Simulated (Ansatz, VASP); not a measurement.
# Two plane-wave programs on LiCuN

```
Li Cu N
1.0
     2.80909    0.00000    0.00000
     0.00000    2.80909    0.00000
     0.00000    0.00000    4.32780
Li Cu N
1 1 1
Cartesian
  1.4045 1.4045 2.1639
  1.4045 1.4045 0.0000
  0.0000 0.0000 2.1639
```

Alike in both runs: task single point; functional PBE; k mesh 6 × 6 × 4; occupations gaussian, width 0.1 eV; collinear spin.

|  | VASP | Ansatz |
| --- | --- | --- |
| version | VASP 6.6.1 | Ansatz 0.2.0 |
| potentials or method | VASP PAW PBE potentials, release 64 (Li_sv, Cu, N), cutoff 520 eV | scalar-relativistic, plane waves, PAW |
| valence electrons in the cell | 19 | 27 |

|  | VASP | Ansatz | Ansatz less VASP |
| --- | --- | --- | --- |
| gap on the k mesh at the Fermi level (eV) | none | none | - |
| net moment per atom (μB) | 0.00 | 0.19 | +0.193 |
| size of the moment on the site where the two differ most (μB) | 0.00 | 0.47 | +0.467 |

The net moments are unlike, so the other rows may belong to different states. Site moments also hang on the region over which each program counts them. A gap of «none» marks a metal or a gap that the smearing closes. VASP's potentials hold 19 valence electrons a cell and Ansatz's 27, so a difference there can come from the potentials and not from the codes.

The k mesh is coarse, so the values compare programs but aren't converged. Noted on VASP's run: the cutoff is short for stress, so the pressure is rough.
